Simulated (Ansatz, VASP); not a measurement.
## One calculation of CuSb, two programs

The input POSCAR:

```
CuSb
1.0
    0.0000000000      2.9001448414      2.9001448414
    2.9001448414      0.0000000000      2.9001448414
    2.9001448414      2.9001448414      0.0000000000
Cu Sb
1 1
Direct
    0.0000000000      0.0000000000      0.0000000000
    0.2500000000      0.2500000000      0.2500000000
```

Contents of INCAR.step1:

```
PREC     = Accurate       # precision mode
ENCUT    = 660            # plane-wave cutoff, eV
ISMEAR   = 0              # smearing method
SIGMA    = 0.01           # smearing width, eV
LREAL    = F              # projectors in reciprocal space
LASPH    = T              # aspherical terms in the spheres
NELM     = 120            # most SCF steps
NBANDS   = 15             # bands
GGA      = PE             # functional
ALGO     = Normal         # electronic algorithm
EDIFF    = 1E-5           # SCF threshold, eV
LWAVE    = T              # write WAVECAR
LCHARG   = F              # write CHGCAR
GGA_COMPAT= F
```

Contents of INCAR.step2:

```
PREC     = Accurate       # precision mode
ENCUT    = 660            # plane-wave cutoff, eV
EDIFF    = 1E-6           # SCF threshold, eV
ISMEAR   = 0              # smearing method
SIGMA    = 0.01           # smearing width, eV
LREAL    = F              # projectors in reciprocal space
LASPH    = T              # aspherical terms in the spheres
NELM     = 120            # most SCF steps
ALGO     = Normal         # electronic algorithm
ISIF     = 2              # what is computed and relaxed
LWAVE    = F              # write WAVECAR
LCHARG   = F              # write CHGCAR
METAGGA  = R2SCAN         # meta-GGA
LMIXTAU  = T            
NBANDS   = 15             # bands
ISTART   = 1            
GGA_COMPAT= F
```

File KPOINTS:

```
Automatic mesh
0
Gamma
  10 10 10
```

Input for Ansatz:

```yaml
crystal:
  lattice:
    - [0.0, 2.9001448414, 2.9001448414]
    - [2.9001448414, 0.0, 2.9001448414]
    - [2.9001448414, 2.9001448414, 0.0]
  atoms:
    - { symbol: Cu, position: [0.0, 0.0, 0.0] }
    - { symbol: Sb, position: [0.25, 0.25, 0.25] }
basis:
  ecutwfc: 500
  ecutrho_ratio: 4
kpoints:
  mp_grid: { grid: [10, 10, 10] }
hamiltonian:
  xc: r2scan
scf:
  occupations: { method: gaussian, width: 0.01 }
output:
  forces: true
  stress: true
  write_density: true
  write_potential: true
  elf: true
  volumetric_format: npy
```

Alike in both runs: task single point; functional r2SCAN; k mesh 10 × 10 × 10; occupations gaussian, width 0.01 eV; no spin polarisation.

|  | VASP | Ansatz |
| --- | --- | --- |
| version | VASP 6.6.1 | Ansatz 0.2.0 |
| potentials or method | VASP PAW PBE potentials, release 64 (Cu, Sb), cutoff 660 eV | scalar-relativistic, plane waves, PAW |
| valence electrons in the cell | 16 | 34 |

|  | VASP | Ansatz | Ansatz less VASP |
| --- | --- | --- | --- |
| gap on the k mesh at the Fermi level (eV) | none | none | - |
| pressure (GPa) | 0.0 | 0.0 | -0.01 |

VASP's potentials were made for PBE, not for r2SCAN. A gap of «none» marks a metal or a gap that the smearing closes. With one functional, cell and mesh, what is left measures potentials, basis and numerics. VASP's potentials hold 16 valence electrons a cell and Ansatz's 34, so a difference there can come from the potentials and not from the codes.

Spin-orbit coupling is off throughout.
